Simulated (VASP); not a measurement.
H16CO7, 24 atoms in the cell. The cell holds a disordered packing, 24 atoms: a = 6.274 Å, b = 6.274 Å, c = 6.274 Å, α = 90.00°, β = 90.00°, γ = 90.00°. 

```yaml
Program: VASP 6.6.1
Task: single point
Functional: PBE
Dispersion: D3(BJ)
Potentials_or_basis: VASP PAW PBE potentials, release 64 (O, H, C)
Cutoff: 520 eV
k_mesh: 1 × 1 × 1
Occupations: fermi-dirac, width 0.02 eV
Spin: no spin polarisation
Dipole_correction: no
Further_INCAR_settings: LREAL = Auto; ALGO = Normal; EDIFF = 1e-06; NBANDS = 49
```

Potentials or basis: VASP PAW PBE potentials, release 64 (O, H, C).

Command:

```console
$ cat potpaw_PBE.64/O/POTCAR potpaw_PBE.64/H/POTCAR potpaw_PBE.64/C/POTCAR > POTCAR
$ mpirun -np 1 vasp_gam > vasp.out
```

Hardware: 1 thread of Intel(R) Xeon(R) Platinum 8259CL CPU @ 2.50GHz (Skylake/Cascade Lake), with other jobs on the host.

Estimate the wall time of this run.

It took 33 s on 1 thread of Intel(R) Xeon(R) Platinum 8259CL CPU @ 2.50GHz (Skylake/Cascade Lake) (shared host), peak memory 0.3 GiB. Counts: scf iterations 16, k points 1.
